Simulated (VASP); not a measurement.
# NaCaF3 (Pm-3m) in VASP: notebook, part 2 of 2

VASP 6.6.1. Earlier steps stand in the parts before.

### 3 Relaxation of cell and atoms, r2SCAN+rVV10

This run uses another cell than the first one, of 16.70 Å³/atom, 1.003 times its volume.

The input, POSCAR:

```
NaCaF3
1.0
    4.3710122055      0.0000000000      0.0000000000
    0.0000000000      4.3710122055      0.0000000000
    0.0000000000      0.0000000000      4.3710122055
Na Ca F
1 1 3
Direct
    0.0000000000      0.0000000000      0.0000000000
    0.5000000000      0.5000000000      0.5000000000
    0.5000000000      0.5000000000      0.0000000000
    0.5000000000      0.0000000000      0.5000000000
    0.0000000000      0.5000000000      0.5000000000
```

The input, INCAR.step1:

```
PREC = Accurate
ENCUT = 600
ISMEAR = -1
SIGMA = 0.03
LREAL = False
LASPH = True
NELM = 100
GGA = PE
ALGO = Normal
EDIFF = 1E-4
LWAVE = True
LCHARG = False
```

The input, INCAR.step2:

```
PREC = Accurate
ENCUT = 600
EDIFF = 1E-7
ISMEAR = -1
SIGMA = 0.03
LREAL = False
LASPH = True
NELM = 100
ALGO = Normal
ISIF = 3
LWAVE = False
LCHARG = False
METAGGA = R2SCAN
LMIXTAU = True
LUSE_VDW = True
IVDW_NL = 2
BPARAM = 11.95
CPARAM = 0.0093
IBRION = 2
NSW = 100
EDIFFG = -0.01
ISTART = 1
```

The input, KPOINTS:

```
Automatic mesh
0
Gamma
  6 6 6
```

Potentials or basis: VASP PAW PBE potentials, release 64 (Na_pv, Ca_sv, F).

The run is started by

```bash
> cat potpaw_PBE.64/Na_pv/POTCAR potpaw_PBE.64/Ca_sv/POTCAR potpaw_PBE.64/F/POTCAR > POTCAR
> cp INCAR.step1 INCAR
> mpirun -np 1 vasp_std > vasp.out
> cp INCAR.step2 INCAR
> mpirun -np 1 vasp_std > vasp.out
```

OUTCAR:

```text
PREC = Accurate
   ENCUT = 600
   EDIFF = 1E-7
   ISMEAR = -1
   LREAL = False
   LASPH = True
   NELM = 100
   ISIF = 3
   METAGGA = R2SCAN
   IVDW_NL = 2
   BPARAM = 11.95
   IBRION = 2
   NSW = 100
   EDIFFG = -0.01
   ISTART = 1

 ion  position               nearest neighbor table
   1  0.000  0.000  0.000-
   2  0.500  0.500  0.500-   3 2.19   4 2.19   5 2.19   3 2.19   4 2.19   5 2.19
   3  0.500  0.500  0.000-   2 2.19   2 2.19
   4  0.500  0.000  0.500-   2 2.19   2 2.19
   5  0.000  0.500  0.500-   2 2.19   2 2.19

  LATTYP: Found a simple cubic cell.
 ALAT       =     4.3710122055

  Lattice vectors:

 A1 = (   4.3710122055,   0.0000000000,   0.0000000000)
 A2 = (   0.0000000000,   4.3710122055,   0.0000000000)
 A3 = (   0.0000000000,   0.0000000000,   4.3710122055)

Analysis of symmetry for initial positions (statically):
=====================================================================
 Subroutine PRICEL returns:
 Original cell was already a primitive cell.

 Routine SETGRP: Setting up the symmetry group for a
[... 221 lines left out ...]
 E-fermi :  -2.3455     XC(G=0):  -8.7291

 val. band max:       -3.0723519141   @ k =   0.5000   0.5000   0.5000
 cond. band min:       2.7653849665   @ k =   0.0000   0.0000   0.0000
 fundamental gap:      5.8377368807
 Fermi energy:        -2.3454617216

 k-point     1 :       0.0000    0.0000    0.0000
  band No.  band energies     occupation
      1     -39.2801      2.00000
      2     -24.8019      2.00000
      3     -24.8019      2.00000
      4     -24.8019      2.00000
      5     -23.4873      2.00000
      6     -23.3791      2.00000
[... 509 lines left out ...]
     22       7.7448      0.00000
     23       7.7448      0.00000

------------------------ aborting loop because EDIFF is reached ----------------------------------------

  FORCE on cell =-STRESS in cart. coord.  units (eV):
  Direction    XX          YY          ZZ          XY          YZ          ZX
  --------------------------------------------------------------------------------------
  -------------------------------------------------------------------------------------
  Total        0.0143904      0.0143904      0.0143904      0.0000000      0.0000000     -0.0000000
  in kB        0.2754983      0.2754983      0.2754983      0.0000000      0.0000000     -0.0000000
  external PRESSURE =       0.2754983 kB  Pullay stress =       0.0000000 kB

 VOLUME and BASIS-vectors are now :
 -----------------------------------------------------------------------------
  energy-cutoff  :      600.00
  volume of cell :       83.69
      direct lattice vectors                 reciprocal lattice vectors
     4.374094025  0.000000000  0.000000000     0.228618771 -0.000000000 -0.000000000
     0.000000000  4.374094025  0.000000000    -0.000000000  0.228618771 -0.000000000
     0.000000000  0.000000000  4.374094025     0.000000000 -0.000000000  0.228618771

 POSITION                                       TOTAL-FORCE (eV/Angst)
 -----------------------------------------------------------------------------------
      0.00000      0.00000      0.00000        -0.000000     -0.000000      0.000000
      2.18705      2.18705      2.18705        -0.000000      0.000000      0.000000
      2.18705      2.18705      0.00000        -0.000000     -0.000000      0.000000
      2.18705      0.00000      2.18705        -0.000000      0.000000      0.000000
      0.00000      2.18705      2.18705         0.000000      0.000000      0.000000
 -----------------------------------------------------------------------------------
    total drift:                                0.000000      0.000000      0.000000

  FREE ENERGIE OF THE ION-ELECTRON SYSTEM (eV)
  ---------------------------------------------------
  free  energy   TOTEN  =       -35.9208264498 eV

  energy  without entropy=      -35.9208264498  energy(sigma->0) =      -35.92082645

 reached required accuracy - stopping structural energy minimisation
```

OSZICAR.step1:

```text
N       E                     dE             d eps       ncg     rms          rms(c)
DAV:   1     0.469835338188E+03    0.46984E+03   -0.22044E+04   928   0.192E+03
DAV:   2     0.164014588072E+02   -0.45343E+03   -0.44046E+03  1109   0.513E+02
DAV:   3    -0.256934962062E+02   -0.42095E+02   -0.42015E+02  1053   0.164E+02
DAV:   4    -0.281276706903E+02   -0.24342E+01   -0.24321E+01  1786   0.307E+01
DAV:   5    -0.281599703397E+02   -0.32300E-01   -0.32299E-01  1083   0.253E+00    0.101E+01
DAV:   6    -0.252608021245E+02    0.28992E+01   -0.12824E+01   962   0.224E+01    0.383E+00
DAV:   7    -0.250922300221E+02    0.16857E+00   -0.50642E-01  1406   0.647E+00    0.211E+00
DAV:   8    -0.249662808102E+02    0.12595E+00   -0.22716E-01  1329   0.931E+00    0.365E-01
DAV:   9    -0.249664254764E+02   -0.14467E-03   -0.38140E-02  1157   0.163E+00    0.224E-01
DAV:  10    -0.249666823657E+02   -0.25689E-03   -0.26686E-03  1118   0.500E-01    0.374E-02
DAV:  11    -0.249666263151E+02    0.56051E-04   -0.43698E-04  1152   0.235E-01
   1 F= -.24966626E+02 E0= -.24966626E+02  d E =-.533898E-11
```

It took 4.3 min on 1 thread of Intel Xeon 6975P-C (Granite Rapids), shared host; peak memory 0.41 GiB.

Results:

```
Free energy                            : -35.9208 eV
Relaxed volume                         : 16.74 Å³/atom
Relaxed cell                           : a = 4.374 Å, b = 4.374 Å, c = 4.374 Å, α = 90.00°, β = 90.00°, γ = 90.00°
Space group after relaxing (to 0.05 Å) : Pm-3m (No. 221)
Energy gained by relaxing              : 0.0 meV/atom
Ionic steps                            : 2
Pressure after relaxing                : 0.0 GPa
Band gap on the k mesh                 : 5.84 eV, indirect (least direct gap 5.97 eV)
```

Final structure:
```
Na Ca F
1.0
     4.37409    0.00000    0.00000
     0.00000    4.37409    0.00000
     0.00000    0.00000    4.37409
Na Ca F
1 1 3
Cartesian
  0.0000 0.0000 0.0000
  2.1870 2.1870 2.1870
  2.1870 2.1870 0.0000
  2.1870 0.0000 2.1870
  0.0000 2.1870 2.1870
```

Caveat: the PAW data sets were made with another functional, which shifts forces and pressure a little. r2SCAN opens gaps a little over a GGA but as a rule still falls short of measured ones.
